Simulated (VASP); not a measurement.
Here is a VASP 6.6.1 calculation.

The input INCAR:

```
SYSTEM = SrTiO3
ALGO = Normal
EDIFF = 1E-6
ENCUT = 520
GGA = PS
ISIF = 2
ISMEAR = 0
LASPH = .True.
LCHARG = .False.
LREAL = .False.
LWAVE = .False.
NBANDS = 28
NELM = 60
PREC = Accurate
SIGMA = 0.02
```

The input KPOINTS:

```
k-points
0
Gamma
  8 8 8
  0 0 0
```

Contents of POSCAR:

```
SrTiO3
1.0
    3.9674362799      0.0000000000      0.0000000000
    0.0000000000      3.9674362799      0.0000000000
    0.0000000000      0.0000000000      3.9674362799
Sr Ti O
1 1 3
Direct
    0.5000000000      0.5000000000      0.5000000000
    0.0000000000      0.0000000000      0.0000000000
    0.5000000000      0.0000000000      0.0000000000
    0.0000000000      0.5000000000      0.0000000000
    0.0000000000      0.0000000000      0.5000000000
```

Potentials or basis: VASP PAW PBE potentials, release 64 (Sr_sv, Ti_sv, O).

Launch:

```bash
$ cat potpaw_PBE.64/Sr_sv/POTCAR potpaw_PBE.64/Ti_sv/POTCAR potpaw_PBE.64/O/POTCAR > POTCAR
$ mpirun -np 1 vasp_std > vasp.out
```

Question: What does it give for the pressure?

Answer: -8.9 GPa.

Question: What does it give for the band gap on the k mesh?

Answer: 1.72 eV, indirect (least direct gap 2.10 eV).

Caveat: the PAW data sets were made with another functional, which shifts forces and pressure a little. A k mesh can miss the band edges.
